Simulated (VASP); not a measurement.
# Ag (Fm-3m) in VASP: further runs

The runs below take Ag through single point, relaxation of volume and atoms at fixed shape, with PBEsol.

Everything below comes from runs of VASP 6.6.1. Logs are shortened: lines on timing, memory, paths and dates and some standing lists are left out, and cuts for length are marked.

## (1) The cell of the first run

The structure is cubic, space group Fm-3m (No. 225). Conventional cell: a = 4.049 Å, b = 4.049 Å, c = 4.049 Å, α = 90.00°, β = 90.00°, γ = 90.00°. Ag (site symmetry m-3m) has 12 Ag at 2.86 Å within 3.8 Å.

## (2) Single point, PBEsol

The input, INCAR:

```
PREC     = Accurate       # precision mode
ENCUT    = 500            # plane-wave cutoff, eV
EDIFF    = 1E-6           # SCF threshold, eV
ISMEAR   = -1             # smearing method
SIGMA    = 0.02           # smearing width, eV
LREAL    = False          # projectors in reciprocal space
LASPH    = True           # aspherical terms in the spheres
NELM     = 120            # most SCF steps
ALGO     = Normal         # electronic algorithm
ISIF     = 2              # what is computed and relaxed
LWAVE    = False          # write WAVECAR
LCHARG   = False          # write CHGCAR
GGA      = PS             # functional
NBANDS   = 12             # bands
GGA_COMPAT= False
```

The input, KPOINTS:

```
regular mesh
0
Gamma
  11 11 11
```

The input, POSCAR:

```
Ag
1.0
    0.0000000000      2.0247014587      2.0247014587
    2.0247014587      0.0000000000      2.0247014587
    2.0247014587      2.0247014587      0.0000000000
Ag
1
Direct
    0.0000000000      0.0000000000      0.0000000000
```

Potentials or basis: VASP PAW PBE potentials, release 64 (Ag).

Started as:

```console
$ cat potpaw_PBE.64/Ag/POTCAR > POTCAR
$ mpirun -np 1 vasp_std > vasp.out
```

OUTCAR:

```text
PREC = Accurate
   ENCUT = 500
   EDIFF = 1E-6
   ISMEAR = -1
   LREAL = False
   LASPH = True
   NELM = 120
   ISIF = 2
   GGA = PS

 ion  position               nearest neighbor table
   1  0.000  0.000  0.000-

  LATTYP: Found a face centered cubic cell.
 ALAT       =     4.0494029174

  Lattice vectors:

 A1 = (   0.0000000000,   2.0247014587,   2.0247014587)
 A2 = (   2.0247014587,   0.0000000000,   2.0247014587)
 A3 = (   2.0247014587,   2.0247014587,   0.0000000000)

Analysis of symmetry for initial positions (statically):
=====================================================================
 Subroutine PRICEL returns:
 Original cell was already a primitive cell.

 Routine SETGRP: Setting up the symmetry group for a
 face centered cubic supercell.

 Subroutine GETGRP returns: Found 48 space group operations
 (whereof 48 operations were pure point group operations)
 out of a pool of 48 trial point group operations.

The static configuration has the point symmetry O_h .

Analysis of symmetry for dynamics (positions and initial velocities):
=====================================================================
 Subroutine PRICEL returns:
 Original cell was already a primitive cell.

 Routine SETGRP: Setting up the symmetry group for a
 face centered cubic supercell.

 Subroutine GETGRP returns: Found 48 space group operations
 (whereof 48 operations were pure point group operations)
 out of a pool of 48 trial point group operations.

The dynamic configuration has the point symmetry O_h .

 Subroutine INISYM returns: Found 48 space group operations
 (whereof 48 operations are pure point group operations),
 and found     1 'primitive' translations

----------------------------------------------------------------------------------------

                                     Primitive cell

  volume of cell :      16.6002

  direct lattice vectors                    reciprocal lattice vectors
     0.000000000  2.024701459  2.024701459    -0.246949988  0.246949988  0.246949988
     2.024701459  0.000000000  2.024701459     0.246949988 -0.246949988  0.246949988
     2.024701459  2.024701459  0.000000000     0.246949988  0.246949988 -0.246949988

  length of vectors
     2.863360263  2.863360263  2.863360263     0.427729925  0.427729925  0.427729925

  position of ions in fractional coordinates (direct lattice)
     0.000000000  0.000000000  0.000000000

[... 81 lines left out ...]
   ISIF   =      2    stress and relaxation
   ISYM   =      2    0-nonsym 1-usesym 2-fastsym
   POTIM  = 0.5000    time-step for ionic-motion
   TEBEG  =    0.0;   TEEND  =   0.0 temperature during run
   PSTRESS=    0.0 pullay stress
   NELECT =      11.0000    total number of electrons
   NUPDOWN=      -1.0000    fix difference up-down
   EMIN   =  10.00;   EMAX   =-10.00  energy-range for DOS
   EFERMI =   0.00;   METHOD = LEGACY
   ISMEAR =    -1;   SIGMA  =   0.02  broadening in eV -4-tet -1-fermi 0-gaus
   EFERMI_NEDOS =   21; number of points for ismear=-14 and -15
   IALGO  =     38    algorithm
   IMIX   =      4    mixing-type and parameters
     AMIX     =   0.40;   BMIX     =  1.00
     AMIX_MAG =   1.60;   BMIX_MAG =  1.00
  volume/ion in A,a.u.               =      16.60       112.02
  Fermi-wavevector in a.u.,A,eV,Ry     =   1.427254  2.697120 27.715819  2.037055
  Thomas-Fermi vector in A             =   2.547444
   LORBIT       =      0    0 simple, 1 ext, 2 COOP (PROOUT), +10 PAW based schemes
   GGA     = PS    functional components
   LHFCALC =     F    Hartree Fock is set to
   AEXX    =    0.0000 exact exchange contribution
   IVDW    =     0    specifies the selected vdW correction
   LEPSILON=     F    determine dielectric tensor
   LRPA    =     F    only Hartree local field effects (RPA)
 non-spin polarized calculation
  energy-cutoff  :      500.00
  volume of cell :       16.60
 maximum number of plane-waves:       440
 NGX is ok and might be reduce to    24
   NGX = 11   NGY = 11   NGZ = 11

 number of electron      11.0000001 magnetization

 Free energy of the ion-electron system (eV)
  ---------------------------------------------------
  ext. energy  EPLUGINS =         0.00000000
  ---------------------------------------------------
  free energy    TOTEN  =        -3.31311291 eV

  energy without entropy =       -3.31283442  energy(sigma->0) =       -3.31297366

 E-fermi :   8.8033     XC(G=0): -12.5745

 val. band max:        8.7387247888   @ k =  -0.4545   0.0909   0.0000
 cond. band min:       8.8587909596   @ k =   0.4545   0.3636   0.0000
 fundamental gap:      0.1200661709
 Fermi energy:         8.8033307072

 k-point     1 :       0.0000    0.0000    0.0000
  band No.  band energies     occupation
      1       0.5772      2.00000
      2       3.7295      2.00000
      3       3.7295      2.00000
      4       3.7295      2.00000
      5       4.8265      2.00000
      6       4.8265      2.00000
      7      24.6490      0.00000
      8      28.3806      0.00000
      9      28.3806      0.00000
     10      28.3806      0.00000
     11      33.2698      0.00000
     12      34.5708      0.00000
[... 331 lines left out ...]
 k-point    24 :      -0.1818    0.1818    0.0000
  band No.  band energies     occupation
      1       2.6831      2.00000
      2       3.2995      2.00000
      3       3.9436      2.00000
      4       4.3756      2.00000
      5       4.4116      2.00000
      6       5.9889      2.00000
      7      20.6973      0.00000
      8      21.1366      0.00000
      9      27.3917      0.00000
     10      29.1837      0.00000
     11      30.0359      0.00000
     12      33.6398      0.00000

 [... further k-points ...]

------------------------ aborting loop because EDIFF is reached ----------------------------------------

  FORCE on cell =-STRESS in cart. coord.  units (eV):
  Direction    XX          YY          ZZ          XY          YZ          ZX
  --------------------------------------------------------------------------------------
  -------------------------------------------------------------------------------------
  Total       -0.0202721     -0.0202721     -0.0202721      0.0000000     -0.0000000      0.0000000
  in kB       -1.9565709     -1.9565709     -1.9565709      0.0000000     -0.0000000      0.0000000
  external PRESSURE =      -1.9565709 kB  Pullay stress =       0.0000000 kB

 VOLUME and BASIS-vectors are now :
 -----------------------------------------------------------------------------
  energy-cutoff  :      500.00
  volume of cell :       16.60
      direct lattice vectors                 reciprocal lattice vectors
     0.000000000  2.024701459  2.024701459    -0.246949988  0.246949988  0.246949988
     2.024701459  0.000000000  2.024701459     0.246949988 -0.246949988  0.246949988
     2.024701459  2.024701459  0.000000000     0.246949988  0.246949988 -0.246949988

 POSITION                                       TOTAL-FORCE (eV/Angst)
 -----------------------------------------------------------------------------------
      0.00000      0.00000      0.00000        -0.000000     -0.000000     -0.000000
 -----------------------------------------------------------------------------------
    total drift:                               -0.000000     -0.000000     -0.000000

  FREE ENERGIE OF THE ION-ELECTRON SYSTEM (eV)
  ---------------------------------------------------
  free  energy   TOTEN  =        -3.3131129113 eV

  energy  without entropy=       -3.3128344176  energy(sigma->0) =       -3.31297366
```

stdout:

```text
POSCAR found type information on POSCAR Ag
 POSCAR found :  1 types and       1 ions
 scaLAPACK will be used
 -----------------------------------------------------------------------------
|                                                                             |
|                                                                             |
|     You enforced a specific xc type in the INCAR file but a different       |
|     I HOPE YOU KNOW WHAT YOU ARE DOING!                                     |
|                                                                             |
 -----------------------------------------------------------------------------

 LDA part: xc-table for (Slater+PW92), standard interpolation
 POSCAR, INCAR and KPOINTS ok, starting setup
 FFT: planning ... GRIDC
 FFT: planning ... GRID_SOFT
 FFT: planning ... GRID
 WAVECAR not read
 entering main loop
```

Run time: 16 s. Hardware: 1 thread of AMD EPYC 7R43 (Zen 3), shared host; peak memory 0.1 GiB.

Results:

| Item | Value |
| --- | --- |
| Free energy | -3.3131 eV |
| Pressure | -0.2 GPa |
| Band gap on the k mesh | zero (an odd number of electrons rules out a gap without spin polarisation) |

Caveat: the PAW data sets were made with another functional, which shifts forces and pressure a little.

## (3) Relaxation of volume and atoms at fixed shape, PBEsol

This run uses another cell than the first one, of 17.05 Å³/atom.

The input, INCAR:

```
ALGO = Normal
EDIFF = 1E-7
EDIFFG = -0.02
ENCUT = 500
GGA = PS
GGA_COMPAT = False
IBRION = 2
ISIF = 8
ISMEAR = -1
LASPH = True
LCHARG = False
LREAL = False
LWAVE = False
NELM = 120
NELMIN = 4
NSW = 80
PREC = Accurate
SIGMA = 0.02
```

The input, KPOINTS:

```
k-points
0
Gamma
  11 11 11
```

The input, POSCAR:

```
Ag
1.0
    0.0000000000      2.0427500000      2.0427500000
    2.0427500000      0.0000000000      2.0427500000
    2.0427500000      2.0427500000      0.0000000000
Ag
1
Direct
    0.0000000000      0.0000000000      0.0000000000
```

Potentials or basis: VASP PAW PBE potentials, release 64 (Ag).

Started as:

```console
$ cat potpaw_PBE.64/Ag/POTCAR > POTCAR
$ mpirun -np 1 vasp_std > vasp.out
```

Run time: 31 s. Hardware: 1 thread of AMD EPYC 7R43 (Zen 3), shared host; peak memory 0.12 GiB.

The run converged. Its results:

- Free energy: -3.3133 eV
- Relaxed volume: 16.57 Å³/atom
- Relaxed cell: a = 2.862 Å, b = 2.862 Å, c = 2.862 Å, α = 60.00°, β = 60.00°, γ = 60.00°
- Space group after relaxing (to 0.1 Å): Fm-3m (No. 225)
- Energy gained by relaxing: 4.9 meV/atom
- Ionic steps: 3
- Pressure after relaxing: 0.0 GPa
- Band gap on the k mesh: zero (an odd number of electrons rules out a gap without spin polarisation)

The path:
| step | energy change (eV) | largest force (eV/Å) | pressure (GPa) | volume (Å³) |
| --- | --- | --- | --- | --- |
| 1 | 0.0000 | 0.0000 | -3.15 | 17.05 |
| 2 | -0.0022 | 0.0000 | 2.61 | 16.24 |
| 3 | -0.0049 | 0.0000 | 0.00 | 16.57 |

Final structure:
```cif
data_structure
_symmetry_space_group_name_H-M 'P 1'
_symmetry_Int_Tables_number 1
_cell_length_a 2.8617
_cell_length_b 2.8617
_cell_length_c 2.8617
_cell_angle_alpha 60.000
_cell_angle_beta 60.000
_cell_angle_gamma 60.000
_cell_volume 16.57
loop_
_atom_site_label
_atom_site_type_symbol
_atom_site_fract_x
_atom_site_fract_y
_atom_site_fract_z
_atom_site_occupancy
Ag1 Ag 0.00000 0.00000 0.00000 1
```

Levels at points of the mesh, in eV from the Fermi level:
```tsv
k point	band 4	band 5	band 6	band 7	band 8	band 9
(0.00, 0.00, 0.00)	-5.08	-3.98	-3.98	15.85	19.59	19.59
```

Caveat: the PAW data sets were made with another functional, which shifts forces and pressure a little.
